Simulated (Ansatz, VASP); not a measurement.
**One calculation of Pb, two programs**

```
CELL_PARAMETERS angstrom
0.00000 3.43900 3.43900
3.43900 0.00000 3.43900
3.43900 3.43900 0.00000
ATOMIC_POSITIONS crystal
Pb 0.50000 0.50000 0.50000
Pb 0.75000 0.75000 0.75000
```

Alike in both runs: task single point; functional LDA; k mesh 7 × 7 × 7; occupations methfessel-paxton of order 1, width 0.1 eV; no spin polarisation.

```csv
,VASP,Ansatz
version,VASP 6.6.1,Ansatz 0.2.0
potentials or method,"VASP PAW LDA potentials, release 64 (Pb_d), cutoff 520 eV","all-electron LAPW, scalar-relativistic"
```

|  | VASP | Ansatz | Ansatz less VASP |
| --- | --- | --- | --- |
| gap on the k mesh at the Fermi level (eV) | none | none | - |
| pressure (GPa) | -0.7 | -0.7 | -0.01 |

LDA's correlation is that of Perdew and Zunger in VASP and of Perdew and Wang (1992) in Ansatz. A gap of «none» marks a metal or a gap that the smearing closes. Ansatz ran all-electron here, and VASP with PAW potentials.

Spin-orbit coupling is off throughout.
